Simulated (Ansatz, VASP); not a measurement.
## B3As4: VASP beside Ansatz

```xyz
7
Lattice="6.1747 0.0000 0.0000 -3.0873 5.3474 0.0000 0.0000 0.0000 4.6917" Properties=species:S:1:pos:R:3 pbc="T T T"
B     3.0873    1.7825    3.1518
B     3.0873    1.7825    1.5399
B     3.0873    1.7825    0.0000
As    4.8199    0.7822    2.3459
As    3.0873    3.7830    2.3459
As    1.3548    0.7822    2.3459
As    0.0000    3.5649    0.0000
```

Alike in both runs: functional PBE; k mesh 4 × 4 × 4; occupations gaussian, width 0.2 eV; no spin polarisation.

Ansatz relaxed the structure, and its values are those at the end. VASP's run is a single point on that final structure, the one shown.

```csv
,VASP,Ansatz
version,VASP 6.6.1,Ansatz 0.2.0
potentials or method,"VASP PAW PBE potentials, release 64 (B, As), cutoff 520 eV","scalar-relativistic, plane waves, PAW"
valence electrons in the cell,29,69
```

```csv
,VASP,Ansatz,Ansatz less VASP
gap on the k mesh at the Fermi level (eV),none,none,-
pressure (GPa),0.5,0.4,-0.11
rms of the force components (eV/Å),0.019,0.002,-0.0174
```

A gap of «none» marks a metal or a gap that the smearing closes. VASP's potentials hold 29 valence electrons a cell and Ansatz's 69, so a difference there can come from the potentials and not from the codes.
